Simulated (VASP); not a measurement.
# In3H (P6mm) in VASP: relaxation of cell and atoms with PBE

Aim: the relaxation of cell and atoms of In3H with PBE.

Everything below comes from runs of VASP 6.6.1. Logs are shortened: lines on timing, memory, paths and dates and some standing lists are left out, and cuts for length are marked.

## (1) The cell of the first run

The structure is hexagonal, space group P6mm (No. 183). Conventional cell: a = 4.350 Å, b = 4.350 Å, c = 5.973 Å, α = 90.00°, β = 90.00°, γ = 120.00°. In (site symmetry 2mm) has 4 In at 2.17 Å and 2 H at 2.26 Å within 2.9 Å. Within 3.0 Å of H (site symmetry 6mm) lie 6 In at 2.26 Å.

The cell was generated, and may not be a known phase.

## (2) Relaxation of cell and atoms, PBE

Input file INCAR:

```
SYSTEM = In3H
PREC     = Accurate       ! precision mode
ENCUT    = 600            ! plane-wave cutoff, eV
EDIFF    = 1E-7           ! SCF threshold, eV
ISMEAR   = 0              ! smearing method
SIGMA    = 0.1            ! smearing width, eV
LREAL    = .FALSE.        ! projectors in reciprocal space
LASPH    = .TRUE.         ! aspherical terms in the spheres
NELM     = 80             ! most SCF steps
ALGO     = Normal         ! electronic algorithm
ISIF     = 3              ! what is computed and relaxed
LWAVE    = .FALSE.        ! write WAVECAR
LCHARG   = .FALSE.        ! write CHGCAR
GGA      = PE             ! functional
IBRION   = 2              ! ionic algorithm
NSW      = 90             ! ionic steps
EDIFFG   = -0.04          ! ionic threshold
```

Input file KPOINTS:

```
Automatic mesh
0
G
  6 6 4
  0 0 0
```

Input file POSCAR:

```
In3H
1.0
    4.3499350002      0.0000000000      0.0000000000
   -2.1749675001      3.7671542150      0.0000000000
    0.0000000000      0.0000000000      5.9726093411
In H
3 1
Direct
    0.5000000000      0.0000000000      0.3333333333
    0.0000000000      0.5000000000      0.3333333333
    0.5000000000      0.5000000000      0.3333333333
    0.0000000000      0.0000000000      0.2279368029
```

Potentials or basis: VASP PAW PBE potentials, release 64 (In_d, H).

Command:

```console
$ cat potpaw_PBE.64/In_d/POTCAR potpaw_PBE.64/H/POTCAR > POTCAR
$ mpirun -np 1 vasp_std > vasp.out
```

OUTCAR:

```text
SYSTEM = In3H
   PREC = Accurate
   ENCUT = 600
   EDIFF = 1E-7
   ISMEAR = 0
   LREAL = .FALSE.
   LASPH = .TRUE.
   NELM = 80
   ISIF = 3
   GGA = PE
   IBRION = 2
   NSW = 90
   EDIFFG = -0.04

 ion  position               nearest neighbor table
   1  0.500  0.000  0.333-   2 2.17   3 2.17   3 2.17   2 2.17   4 2.26   4 2.26   2 3.77   2 3.77
                             3 3.77   3 3.77
   2  0.000  0.500  0.333-   3 2.17   3 2.17   1 2.17   1 2.17   4 2.26   4 2.26   1 3.77   1 3.77
                             3 3.77   3 3.77
   3  0.500  0.500  0.333-   2 2.17   2 2.17   1 2.17   1 2.17   4 2.26   4 2.26   1 3.77   1 3.77
                             2 3.77   2 3.77
   4  0.000  0.000  0.228-   1 2.26   1 2.26   3 2.26   2 2.26   2 2.26   3 2.26

  LATTYP: Found a hexagonal cell.
 ALAT       =     4.3499350002
 C/A-ratio  =     1.3730341582

  Lattice vectors:

 A1 = (   4.3499350002,   0.0000000000,   0.0000000000)
 A2 = (  -2.1749675001,   3.7671542150,   0.0000000000)
 A3 = (   0.0000000000,   0.0000000000,   5.9726093411)

Analysis of symmetry for initial positions (statically):
=====================================================================
 Subroutine PRICEL returns:
 Original cell was already a primitive cell.

 Routine SETGRP: Setting up the symmetry group for a
 hexagonal supercell.

 Subroutine GETGRP returns: Found 12 space group operations
 (whereof 12 operations were pure point group operations)
 out of a pool of 24 trial point group operations.

The static configuration has the point symmetry C_6v.

Analysis of symmetry for dynamics (positions and initial velocities):
=====================================================================
 Subroutine PRICEL returns:
 Original cell was already a primitive cell.

 Routine SETGRP: Setting up the symmetry group for a
 hexagonal supercell.

 Subroutine GETGRP returns: Found 12 space group operations
 (whereof 12 operations were pure point group operations)
 out of a pool of 24 trial point group operations.

The dynamic configuration has the point symmetry C_6v.

 Subroutine INISYM returns: Found 12 space group operations
 (whereof 12 operations are pure point group operations),
 and found     1 'primitive' translations

----------------------------------------------------------------------------------------

                                     Primitive cell

  volume of cell :      97.8724

  direct lattice vectors                    reciprocal lattice vectors
     4.349935000  0.000000000  0.000000000     0.229888493  0.132726183  0.000000000
    -2.174967500  3.767154215  0.000000000     0.000000000  0.265452366  0.000000000
     0.000000000  0.000000000  5.972609341     0.000000000  0.000000000  0.167431008

  length of vectors
     4.349935000  4.349935000  5.972609341     0.265452366  0.265452366  0.167431008

  position of ions in fractional coordinates (direct lattice)
     0.500000000  0.000000000  0.333333333
     0.000000000  0.500000000  0.333333333
     0.500000000  0.500000000  0.333333333
     0.000000000  0.000000000  0.227936803

  ion indices of the primitive-cell ions
   primitive index   ion index
                 1           1
                 2           2
                 3           3
                 4           4

----------------------------------------------------------------------------------------

 KPOINTS: Automatic mesh

Automatic generation of k-mesh.
 Grid dimensions read from file:
 generate k-points for:    6    6    4

 Generating k-lattice:

  Cartesian coordinates                     Fractional coordinates (reciprocal lattice)
     0.038314749  0.022121031  0.000000000     0.166666667  0.000000000  0.000000000
     0.000000000  0.044242061  0.000000000     0.000000000  0.166666667  0.000000000
     0.000000000  0.000000000  0.041857752     0.000000000  0.000000000  0.250000000

  Length of vectors
     0.044242061  0.044242061  0.041857752

  Shift w.r.t. Gamma in fractional coordinates (k-lattice)
     0.000000000  0.000000000  0.000000000

 Subroutine IBZKPT returns following result:
 ===========================================

 Found     21 irreducible k-points:

 Following reciprocal coordinates:
            Coordinates               Weight
  0.000000  0.000000  0.000000      1.000000
  0.166667 -0.000000  0.000000      6.000000
  0.333333  0.000000  0.000000      6.000000
  0.500000  0.000000  0.000000      3.000000
  0.166667  0.166667  0.000000      6.000000
  0.333333  0.166667  0.000000     12.000000
[... 13 lines left out ...]
  0.333333  0.166667  0.500000     12.000000
  0.333333  0.333333  0.500000      2.000000
   k-points           NKPTS =     21   k-points in BZ     NKDIM =     21   number of bands    NBANDS=     24
   number of dos      NEDOS =    301   number of ions     NIONS =      4
   total plane-waves  NPLWV =  62208
   dimension x,y,z NGX =    36 NGY =   36 NGZ =   48
   dimension x,y,z NGXF=    72 NGYF=   72 NGZF=   96
   ions per type =               3   1
   NGX,Y,Z   is equivalent  to a cutoff of  13.76, 13.76, 13.36 a.u.
   NGXF,Y,Z  is equivalent  to a cutoff of  27.52, 27.52, 26.72 a.u.
 SYSTEM =  In3H
   PREC   = accura    normal or accurate (medium, high low for compatibility)
   ISTART =      0    job   : 0-new  1-cont  2-samecut
   ICHARG =      2    charge: 1-file 2-atom 10-const
   ISPIN  =      1    spin polarized calculation?
   LNONCOLLINEAR =      F non collinear calculations
   LSORBIT =      F    spin-orbit coupling
   LASPH  =      T    aspherical Exc in radial PAW
   ENCUT  =  600.0 eV  44.10 Ry    6.64 a.u.   8.69  8.69 11.93*2*pi/ulx,y,z
   NELM   =     80;   NELMIN=  2; NELMDL= -5     # of ELM steps
   EDIFF  = 0.1E-06   stopping-criterion for ELM
   LREAL  =      F    real-space projection
   EDIFFG = -.4E-01   stopping-criterion for IOM
   NSW    =     90    number of steps for IOM
   IBRION =      2    ionic relax: 0-MD 1-quasi-New 2-CG
   NFREE  =      1    steps in history (QN), initial steepest desc. (CG)
   ISIF   =      3    stress and relaxation
   ISYM   =      2    0-nonsym 1-usesym 2-fastsym
   POTIM  = 0.5000    time-step for ionic-motion
   TEBEG  =    0.0;   TEEND  =   0.0 temperature during run
   PSTRESS=    0.0 pullay stress
   NELECT =      40.0000    total number of electrons
   NUPDOWN=      -1.0000    fix difference up-down
   EMIN   =  10.00;   EMAX   =-10.00  energy-range for DOS
   EFERMI =   0.00;   METHOD = LEGACY
   ISMEAR =     0;   SIGMA  =   0.10  broadening in eV -4-tet -1-fermi 0-gaus
   EFERMI_NEDOS =   21; number of points for ismear=-14 and -15
   IALGO  =     38    algorithm
   IMIX   =      4    mixing-type and parameters
     AMIX     =   0.40;   BMIX     =  1.00
     AMIX_MAG =   1.60;   BMIX_MAG =  1.00
  volume/ion in A,a.u.               =      24.47       165.12
  Fermi-wavevector in a.u.,A,eV,Ry     =   1.214902  2.295833 20.082035  1.475988
  Thomas-Fermi vector in A             =   2.350307
   LORBIT       =      0    0 simple, 1 ext, 2 COOP (PROOUT), +10 PAW based schemes
   GGA     = PE    functional components
   LHFCALC =     F    Hartree Fock is set to
   AEXX    =    0.0000 exact exchange contribution
   IVDW    =     0    specifies the selected vdW correction
   LEPSILON=     F    determine dielectric tensor
   LRPA    =     F    only Hartree local field effects (RPA)
 conjugate gradient relaxation of ions
 non-spin polarized calculation
 Gauss-broadening in eV      SIGMA  =   0.10
  energy-cutoff  :      600.00
  volume of cell :       97.87
 maximum number of plane-waves:      3290
 NGX is ok and might be reduce to    36
   NGX = 17   NGY = 17   NGZ = 23

--------------------------------------- Ionic step        1  -------------------------------------------

 number of electron      40.0000000 magnetization

 Free energy of the ion-electron system (eV)
  ---------------------------------------------------
  ext. energy  EPLUGINS =         0.00000000
  ---------------------------------------------------
  free energy    TOTEN  =         7.06737290 eV

  energy without entropy =        7.08488803  energy(sigma->0) =        7.07613046

------------------------ aborting loop because EDIFF is reached ----------------------------------------

  FORCE on cell =-STRESS in cart. coord.  units (eV):
  Direction    XX          YY          ZZ          XY          YZ          ZX
  --------------------------------------------------------------------------------------
  -------------------------------------------------------------------------------------
  Total       72.5614417     72.5614417      0.2465122      0.0000000     -0.0000000      0.0000000
  in kB     1187.8352509   1187.8352509      4.0354200      0.0000000     -0.0000000      0.0000000
  external PRESSURE =     793.2353073 kB  Pullay stress =       0.0000000 kB
[... 2394 lines left out ...]
     23       7.2640      0.00000
     24       7.2640      0.00000

[... ionic steps 4 to 30 ...]

--------------------------------------- Ionic step       31  -------------------------------------------

 number of electron      39.9999948 magnetization

------------------------ aborting loop because EDIFF is reached ----------------------------------------

  FORCE on cell =-STRESS in cart. coord.  units (eV):
  Direction    XX          YY          ZZ          XY          YZ          ZX
  --------------------------------------------------------------------------------------
  -------------------------------------------------------------------------------------
  Total       -0.1046319     -0.1046319     -0.2547666     -0.0000000      0.0000000      0.0000000
  in kB       -1.6852477     -1.6852477     -4.1033834     -0.0000000      0.0000000      0.0000000
  external PRESSURE =      -2.4912929 kB  Pullay stress =       0.0000000 kB
[... 61 lines left out ...]
  energy  without entropy=       -9.0896648559  energy(sigma->0) =       -9.09813056

--------------------------------------- Ionic step       33  -------------------------------------------

 number of electron      39.9999939 magnetization

 Free energy of the ion-electron system (eV)
  ---------------------------------------------------
  ext. energy  EPLUGINS =         0.00000000
  ---------------------------------------------------
  free energy    TOTEN  =        -9.10725208 eV

  energy without entropy =       -9.09110330  energy(sigma->0) =       -9.09917769

 E-fermi :   5.3428     XC(G=0):  -9.3039

 val. band max:        5.2713188703   @ k =   0.3333   0.3333   0.5000
 cond. band min:       5.3687909816   @ k =   0.1667  -0.0000   0.2500
 fundamental gap:      0.0974721113
 Fermi energy:         5.3427854258

 k-point     1 :       0.0000    0.0000    0.0000
  band No.  band energies     occupation
      1     -10.0020      2.00000
      2      -9.8433      2.00000
      3      -9.8433      2.00000
      4      -9.6989      2.00000
      5      -9.5850      2.00000
      6      -9.5850      2.00000
[... 587 lines left out ...]
  FREE ENERGIE OF THE ION-ELECTRON SYSTEM (eV)
  ---------------------------------------------------
  free  energy   TOTEN  =        -9.1072520840 eV

  energy  without entropy=       -9.0911032989  energy(sigma->0) =       -9.09917769

 reached required accuracy - stopping structural energy minimisation
```

Wall time 13 min (1 thread of Intel Xeon 6975P-C (Granite Rapids), shared host); peak memory 0.27 GiB.

What came out:

```yaml
Free_energy: -9.1073 eV
Relaxed_volume: 24.54 Å³/atom
Relaxed_cell: a = 6.101 Å, b = 6.101 Å, c = 3.045 Å, α = 90.00°, β = 90.00°, γ = 120.00°
Space_group_after_relaxing_to_0.1_Å: P6/mmm (No. 191)
Pressure_after_relaxing: 0.0 GPa
Largest_force_after_relaxing: 0.007 eV/Å
Band_gap_on_the_k_mesh: zero (bands 20 and 21 overlap by 2.32 eV)
```

Forces on the atoms (eV/Å):
```
In   0.000  0.000 -0.002
In   0.000  0.000 -0.002
In   0.000  0.000 -0.002
H    0.000  0.000  0.007
```

Stress tensor (GPa, compression positive):
```
-0.08  0.00  0.00
 0.00 -0.08  0.00
 0.00  0.00  0.02
```

Final structure:
```xyz
4
Lattice="6.1011 0.0000 0.0000 -3.0506 5.2837 0.0000 0.0000 0.0000 3.0454" Properties=species:S:1:pos:R:3 pbc="T T T"
In    3.0506    0.0000    0.9399
In   -1.5253    2.6419    0.9399
In    1.5253    2.6419    0.9399
H     0.0000    0.0000    0.9197
```

Levels at points of the mesh, in eV from the Fermi level:
| k point | band 18 | band 19 | band 20 | band 21 | band 22 | band 23 |
| --- | --- | --- | --- | --- | --- | --- |
| (0.00, 0.00, 0.00) | -4.08 | -3.72 | -1.82 | -1.55 | -1.55 | 7.22 |
| (0.50, 0.00, 0.00) | -4.72 | -3.52 | 0.06 | 1.93 | 1.97 | 2.28 |
| (0.00, 0.00, 0.50) | -1.07 | -0.28 | -0.08 | -0.08 | 0.30 | 0.30 |
| (0.50, 0.00, 0.50) | -2.50 | -1.54 | -1.39 | -1.01 | 0.14 | 2.41 |

Caveat: a cell axis changed by over 15 % at a fixed basis, so the end point is rough; spin-orbit coupling is left out, which moves the levels of the heavy elements.

The gap in the log of VASP goes by the Fermi energy; the results here count the filled bands.